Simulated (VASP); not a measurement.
# ScAl2Sb2As (P6/mmm) in VASP: further runs, part 2 of 2

VASP 6.6.1. The steps go on from the part before.

**3. Single point, PBE**

This run uses another cell than the first one, of 23.31 Å³/atom, 1.026 times its volume.

INCAR

```
PREC = Accurate ; ENCUT = 520
EDIFF = 1E-7 ; ISMEAR = 0
SIGMA = 0.1 ; LREAL = F
LASPH = T ; NELM = 80
ALGO = Normal ; ISIF = 2
LWAVE = F ; LCHARG = T
GGA = PE ; LELF = T
LVHAR = T ; NBANDS = 25
```

KPOINTS

```
regular mesh
0
Gamma
  6 6 4
```

POSCAR

```
ScAl2Sb2As
1.0
    5.3611554239      0.0000000000      0.0000000000
   -2.6805777119      4.6428967907      0.0000000000
    0.0000000000      0.0000000000      5.6186283419
Sc Al Sb As
1 2 2 1
Direct
    0.0000000000      0.0000000000      0.0000000000
    0.3333333333      0.6666666667      0.0000000000
    0.6666666667      0.3333333333      0.0000000000
    0.3333333333      0.6666666667      0.5000000000
    0.6666666667      0.3333333333      0.5000000000
    0.0000000000      0.0000000000      0.5000000000
```

Potentials or basis: VASP PAW PBE potentials, release 64 (Sc_sv, Al, Sb, As).

Launch:

```sh
$ cat potpaw_PBE.64/Sc_sv/POTCAR potpaw_PBE.64/Al/POTCAR potpaw_PBE.64/Sb/POTCAR potpaw_PBE.64/As/POTCAR > POTCAR
$ mpirun -np 1 vasp_std > vasp.out
```

OUTCAR:

```text
PREC = Accurate
   ENCUT = 520
   EDIFF = 1E-7
   ISMEAR = 0
   LREAL = F
   LASPH = T
   NELM = 80
   ISIF = 2
   GGA = PE

 ion  position               nearest neighbor table
   1  0.000  0.000  0.000-   6 2.81   6 2.81   2 3.10   3 3.10   2 3.10   3 3.10   3 3.10   2 3.10

   2  0.333  0.667  0.000-   4 2.81   4 2.81   3 3.10   1 3.10   3 3.10   1 3.10   1 3.10   3 3.10

   3  0.667  0.333  0.000-   5 2.81   5 2.81   2 3.10   1 3.10   2 3.10   1 3.10   1 3.10   2 3.10

   4  0.333  0.667  0.500-   2 2.81   2 2.81   5 3.10   6 3.10   5 3.10   6 3.10   6 3.10   5 3.10

   5  0.667  0.333  0.500-   3 2.81   3 2.81   4 3.10   6 3.10   4 3.10   6 3.10   6 3.10   4 3.10

   6  0.000  0.000  0.500-   1 2.81   1 2.81   5 3.10   4 3.10   4 3.10   5 3.10   5 3.10   4 3.10

  LATTYP: Found a hexagonal cell.
 ALAT       =     5.3611554239
 C/A-ratio  =     1.0480256396

  Lattice vectors:

 A1 = (   5.3611554239,   0.0000000000,   0.0000000000)
 A2 = (  -2.6805777119,   4.6428967907,   0.0000000000)
 A3 = (   0.0000000000,   0.0000000000,   5.6186283419)

Analysis of symmetry for initial positions (statically):
=====================================================================
 Subroutine PRICEL returns:
 Original cell was already a primitive cell.

 Routine SETGRP: Setting up the symmetry group for a
 hexagonal supercell.

 Subroutine GETGRP returns: Found 24 space group operations
 (whereof 24 operations were pure point group operations)
 out of a pool of 24 trial point group operations.

The static configuration has the point symmetry D_6h.

Analysis of symmetry for dynamics (positions and initial velocities):
=====================================================================
 Subroutine PRICEL returns:
 Original cell was already a primitive cell.

 Routine SETGRP: Setting up the symmetry group for a
 hexagonal supercell.

 Subroutine GETGRP returns: Found 24 space group operations
[... 128 lines left out ...]
  volume/ion in A,a.u.               =      23.31       157.30
  Fermi-wavevector in a.u.,A,eV,Ry     =   1.001303  1.892189 13.641310  1.002608
  Thomas-Fermi vector in A             =   2.133716
   LORBIT       =      0    0 simple, 1 ext, 2 COOP (PROOUT), +10 PAW based schemes
   GGA     = PE    functional components
   LHFCALC =     F    Hartree Fock is set to
   AEXX    =    0.0000 exact exchange contribution
   IVDW    =     0    specifies the selected vdW correction
   LEPSILON=     F    determine dielectric tensor
   LRPA    =     F    only Hartree local field effects (RPA)
 non-spin polarized calculation
 Gauss-broadening in eV      SIGMA  =   0.10
  energy-cutoff  :      520.00
  volume of cell :      139.85
 maximum number of plane-waves:      3785
 NGX is ok and might be reduce to    40
   NGX = 19   NGY = 19   NGZ = 21

 number of electron      31.9999998 magnetization

 Free energy of the ion-electron system (eV)
  ---------------------------------------------------
  ext. energy  EPLUGINS =         0.00000000
  ---------------------------------------------------
  free energy    TOTEN  =       -26.40245322 eV

  energy without entropy =      -26.38833968  energy(sigma->0) =      -26.39539645

 E-fermi :   6.2800     XC(G=0):  -9.8929

 val. band max:        6.2618671750   @ k =   0.3333   0.0000   0.0000
 cond. band min:       6.3139948902   @ k =   0.1667   0.1667   0.5000
 fundamental gap:      0.0521277152
 Fermi energy:         6.2799734901

 k-point     1 :       0.0000    0.0000    0.0000
  band No.  band energies     occupation
      1     -43.8600      2.00000
      2     -22.4775      2.00000
      3     -22.4775      2.00000
      4     -22.4625      2.00000
      5      -6.2192      2.00000
      6      -2.2485      2.00000
[... 577 lines left out ...]
     24      10.3851      0.00000
     25      10.3958      0.00000

------------------------ aborting loop because EDIFF is reached ----------------------------------------

  FORCE on cell =-STRESS in cart. coord.  units (eV):
  Direction    XX          YY          ZZ          XY          YZ          ZX
  --------------------------------------------------------------------------------------
  -------------------------------------------------------------------------------------
  Total        0.1191027      0.1191027      0.1452840      0.0000000      0.0000000      0.0000000
  in kB        1.3644406      1.3644406      1.6643734      0.0000000      0.0000000      0.0000000
  external PRESSURE =       1.4644182 kB  Pullay stress =       0.0000000 kB

 VOLUME and BASIS-vectors are now :
 -----------------------------------------------------------------------------
  energy-cutoff  :      520.00
  volume of cell :      139.85
      direct lattice vectors                 reciprocal lattice vectors
     5.361155424  0.000000000  0.000000000     0.186526956  0.107691388  0.000000000
    -2.680577712  4.642896791  0.000000000     0.000000000  0.215382776  0.000000000
     0.000000000  0.000000000  5.618628342     0.000000000  0.000000000  0.177979382

 POSITION                                       TOTAL-FORCE (eV/Angst)
 -----------------------------------------------------------------------------------
      0.00000      0.00000      0.00000         0.000000     -0.000000      0.000000
     -0.00000      3.09526      0.00000         0.000000     -0.000000     -0.000000
      2.68058      1.54763      0.00000        -0.000000      0.000000      0.000000
     -0.00000      3.09526      2.80931         0.000000     -0.000000     -0.000000
      2.68058      1.54763      2.80931        -0.000000      0.000000      0.000000
      0.00000      0.00000      2.80931         0.000000     -0.000000      0.000000
 -----------------------------------------------------------------------------------
    total drift:                                0.000000      0.000000      0.000000

  FREE ENERGIE OF THE ION-ELECTRON SYSTEM (eV)
  ---------------------------------------------------
  free  energy   TOTEN  =       -26.4024532228 eV

  energy  without entropy=      -26.3883396776  energy(sigma->0) =      -26.39539645
```

OSZICAR:

```text
N       E                     dE             d eps       ncg     rms          rms(c)
DAV:   1     0.205562900670E+03    0.20556E+03   -0.11867E+04  1066   0.110E+03
DAV:   2    -0.784229883686E+01   -0.21341E+03   -0.20401E+03  1082   0.295E+02
DAV:   3    -0.272647211966E+02   -0.19422E+02   -0.17837E+02  1536   0.748E+01
DAV:   4    -0.281506196375E+02   -0.88590E+00   -0.87469E+00  1444   0.179E+01
DAV:   5    -0.281760443866E+02   -0.25425E-01   -0.25408E-01  1524   0.333E+00    0.746E+00
DAV:   6    -0.265141164515E+02    0.16619E+01   -0.50038E+00  1579   0.182E+01    0.311E+00
DAV:   7    -0.264542792242E+02    0.59837E-01   -0.80824E-01  1608   0.702E+00    0.225E+00
DAV:   8    -0.264168505433E+02    0.37429E-01   -0.21825E-01  1668   0.461E+00    0.931E-01
DAV:   9    -0.264102250513E+02    0.66255E-02   -0.96485E-02  1586   0.351E+00    0.552E-01
DAV:  10    -0.264023421091E+02    0.78829E-02   -0.14014E-02  1595   0.133E+00    0.123E-01
DAV:  11    -0.264027093525E+02   -0.36724E-03   -0.17630E-03  1651   0.335E-01    0.104E-01
DAV:  12    -0.264024568569E+02    0.25250E-03   -0.48783E-04  1609   0.234E-01    0.252E-02
DAV:  13    -0.264024612621E+02   -0.44052E-05   -0.20501E-05  1571   0.353E-02    0.164E-02
DAV:  14    -0.264024532432E+02    0.80189E-05   -0.19938E-05  1612   0.485E-02    0.276E-03
DAV:  15    -0.264024532228E+02    0.20326E-07   -0.92042E-07  1505   0.788E-03
   1 F= -.26402453E+02 E0= -.26395396E+02  d E =-.141135E-01
```

stdout:

```text
POSCAR found type information on POSCAR ScAlSbAs
 POSCAR found :  4 types and       6 ions
 scaLAPACK will be used
 LDA part: xc-table for (Slater+PW92), standard interpolation
 POSCAR, INCAR and KPOINTS ok, starting setup
 FFT: planning ... GRIDC
 FFT: planning ... GRID_SOFT
 FFT: planning ... GRID
 WAVECAR not read
 entering main loop
```

Wall time 45 s (1 thread of Intel Xeon 6975P-C (Granite Rapids), shared host); peak memory 0.29 GiB.

What came out:

```yaml
Free_energy: -26.4025 eV
Pressure: 0.1 GPa
Band_gap_on_the_k_mesh: zero (band 16 reaches 6.96 eV, above the bottom of band 17 at 5.30 eV)
```

Levels at points of the mesh, in eV from the Fermi level:
```tsv
k point	band 12	band 13	band 14	band 15	band 16	band 17	band 18	band 19	band 20	band 21
(0.00, 0.00, 0.00)	-3.33	-3.33	-1.11	-0.45	-0.45	-0.43	0.40	0.92	0.92	1.95
(0.50, 0.00, 0.00)	-3.03	-1.29	-1.21	-0.41	-0.37	0.39	0.58	0.60	1.57	1.73
(0.00, 0.00, 0.50)	-3.18	-2.88	-2.50	-1.52	-1.52	0.26	1.04	1.04	1.39	1.90
(0.50, 0.00, 0.50)	-1.48	-0.73	-0.55	-0.38	0.65	1.00	1.05	1.05	1.18	2.19
```

Caveat: spin-orbit coupling is left out, which moves the levels of the heavy elements.
